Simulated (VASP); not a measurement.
Pd, 2 atoms in the cell. Symmetry: Fd-3m, No. 227, cubic system. The conventional cell has a = 5.350 Å, b = 5.350 Å, c = 5.350 Å, α = 90.00°, β = 90.00°, γ = 90.00°. Pd (site symmetry -43m) has 4 Pd at 2.32 Å within 3.1 Å. 

| Quantity | Value |
| --- | --- |
| Program | VASP 6.6.1 |
| Task | relaxation of cell and atoms |
| Functional | LDA |
| Potentials or basis | VASP PAW LDA potentials, release 64 (Pd) |
| Cutoff | 600 eV |
| k mesh | 7 × 7 × 7 |
| Occupations | methfessel-paxton, width 0.1 eV |
| Spin | no spin polarisation |
| Dipole correction | no |
| Further INCAR settings | ALGO = Normal; EDIFF = 1e-07; IBRION = 2; EDIFFG = -0.01; NSW = 80; ISIF = 3 |

Potentials or basis: VASP PAW LDA potentials, release 64 (Pd).

Command:

```console
$ cat potpaw_LDA.64/Pd/POTCAR > POTCAR
$ mpirun -np 1 vasp_std > vasp.out
```

Hardware: 1 thread of Intel(R) Xeon(R) Platinum 8124M CPU @ 3.00GHz (Skylake/Cascade Lake), with other jobs on the host.

Task: Estimate the wall time of this run.

Result: It took 54 s on 1 thread of Intel(R) Xeon(R) Platinum 8124M CPU @ 3.00GHz (Skylake/Cascade Lake), with other jobs on the host, peak memory 0.15 GiB. Counts: scf iterations 67, k points 20, ion steps 17.
